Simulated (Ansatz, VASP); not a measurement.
**Two plane-wave programs on Zn**

File INCAR:

```
PREC = Accurate ; ENCUT = 520
EDIFF = 1E-6 ; ISMEAR = 0
SIGMA = 0.15 ; LREAL = F
LASPH = T ; NELM = 60
ALGO = Normal ; ISIF = 2
LWAVE = F ; LCHARG = F
GGA = PS ; NBANDS = 12
```

Contents of KPOINTS:

```
Automatic mesh
0
Gamma
  20 20 20
```

The input POSCAR:

```
Zn
1.0
   -1.4994730113      1.5300745013      1.4994730113
    1.4994730113     -1.5300745013      1.4994730113
    1.4994730113      1.5300745013     -1.4994730113
Zn
1
Direct
    0.0000000000      0.0000000000      0.0000000000
```

Input for Ansatz:

```yaml
crystal:
  lattice:
    - [-1.4994730113, 1.5300745013, 1.4994730113]
    - [1.4994730113, -1.5300745013, 1.4994730113]
    - [1.4994730113, 1.5300745013, -1.4994730113]
  atoms:
    - { symbol: Zn, position: [0.0, 0.0, 0.0] }
basis:
  ecutwfc: 520.0
kpoints:
  mp_grid: { grid: [20, 20, 20] }
hamiltonian:
  xc: pbesol
scf:
  occupations: { method: gaussian, width: 0.15 }
output:
  forces: true
  stress: true
  eigenvalues: true
```

Change from the starting cell: normal strain along x -0.0200, normal strain along z -0.0200.

Alike in both runs: task single point; functional PBEsol; k mesh 20 × 20 × 20; occupations gaussian, width 0.15 eV; no spin polarisation.

|  | VASP | Ansatz |
| --- | --- | --- |
| version | VASP 6.6.1 | Ansatz 0.2.0 |
| potentials or method | VASP PAW PBE potentials, release 64 (Zn), cutoff 520 eV | scalar-relativistic, plane waves, PAW |
| valence electrons in the cell | 12 | 12 |

|  | VASP | Ansatz | Ansatz less VASP |
| --- | --- | --- | --- |
| gap on the k mesh at the Fermi level (eV) | none | none | - |
| pressure (GPa) | 4.0 | 3.5 | -0.49 |
| traceless stress, the component that is largest in VASP (GPa) | 0.66 | 0.67 | +0.013 |

VASP's potentials were made for PBE, not for PBEsol. A gap of «none» marks a metal or a gap that the smearing closes. With one functional, cell and mesh, what is left measures potentials, basis and numerics.
